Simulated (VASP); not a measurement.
Write the native input for VASP 6.6.1 that does the following.

```yaml
Task: single point
Functional: r2SCAN
Potentials_or_basis: VASP PAW PBE potentials, release 64 (Sn_d, O)
Cutoff: 520 eV
k_mesh: 12 × 12 × 12
Occupations: gaussian, width 0.05 eV
Spin: no spin polarisation
Dipole_correction: no
Further_INCAR_settings: ALGO = Normal; EDIFF = 1e-06; NBANDS = 20
```

Crystal: SnO2.

```xyz
3
Lattice="1.6048 0.9265 4.3550 -1.6048 0.9265 4.3550 0.0000 -1.8531 4.3550" Properties=species:S:1:pos:R:3 pbc="T T T"
Sn    0.0000    0.0000    6.5324
O     0.0000    0.0000    3.1519
O     0.0000    0.0000    9.9130
```

These files were run (other wordings do the same):

POSCAR

```
SnO2
1.0
    1.6048204430      0.9265435148      4.3549526392
   -1.6048204430      0.9265435148      4.3549526392
    0.0000000000     -1.8530870296      4.3549526392
Sn O
1 2
Direct
    0.5000000000      0.5000000000      0.5000000000
    0.2412464621      0.2412464621      0.2412464621
    0.7587535379      0.7587535379      0.7587535379
```

INCAR.step1

```
SYSTEM = SnO2
PREC     = Accurate       ! precision mode
ENCUT    = 520            ! plane-wave cutoff, eV
ISMEAR   = 0              ! smearing method
SIGMA    = 0.05           ! smearing width, eV
LREAL    = .False.        ! projectors in reciprocal space
LASPH    = .True.         ! aspherical terms in the spheres
NELM     = 100            ! most SCF steps
NBANDS   = 20             ! bands
GGA      = PE             ! functional
ALGO     = Normal         ! electronic algorithm
EDIFF    = 1E-4           ! SCF threshold, eV
LWAVE    = .True.         ! write WAVECAR
LCHARG   = .False.        ! write CHGCAR
```

INCAR.step2

```
SYSTEM = SnO2
PREC     = Accurate       ! precision mode
ENCUT    = 520            ! plane-wave cutoff, eV
EDIFF    = 1E-6           ! SCF threshold, eV
ISMEAR   = 0              ! smearing method
SIGMA    = 0.05           ! smearing width, eV
LREAL    = .False.        ! projectors in reciprocal space
LASPH    = .True.         ! aspherical terms in the spheres
NELM     = 100            ! most SCF steps
ALGO     = Normal         ! electronic algorithm
ISIF     = 2              ! what is computed and relaxed
LWAVE    = .False.        ! write WAVECAR
LCHARG   = .False.        ! write CHGCAR
METAGGA  = R2SCAN         ! meta-GGA
LMIXTAU  = .True.       
NBANDS   = 20             ! bands
ISTART   = 1
```

KPOINTS

```
Automatic mesh
0
Gamma
  12 12 12
  0 0 0
```

Potentials or basis: VASP PAW PBE potentials, release 64 (Sn_d, O).

The run is started by

```bash
$ cat potpaw_PBE.64/Sn_d/POTCAR potpaw_PBE.64/O/POTCAR > POTCAR
$ cp INCAR.step1 INCAR
$ mpirun -np 1 vasp_std > vasp.out
$ cp INCAR.step2 INCAR
$ mpirun -np 1 vasp_std > vasp.out
```

It gave:

```
Pressure               : 1.2 GPa
Largest force          : 0.086 eV/Å
Band gap on the k mesh : 2.44 eV, indirect (least direct gap 2.46 eV)
```

Caveat: the PAW data sets were made with another functional, which shifts forces and pressure a little; spin-orbit coupling is left out, which moves the levels of the heavy elements.

Wall time 13 min on 1 thread of Intel(R) Xeon(R) Platinum 8259CL CPU @ 2.50GHz (Skylake/Cascade Lake) (shared host), peak memory 0.3 GiB.
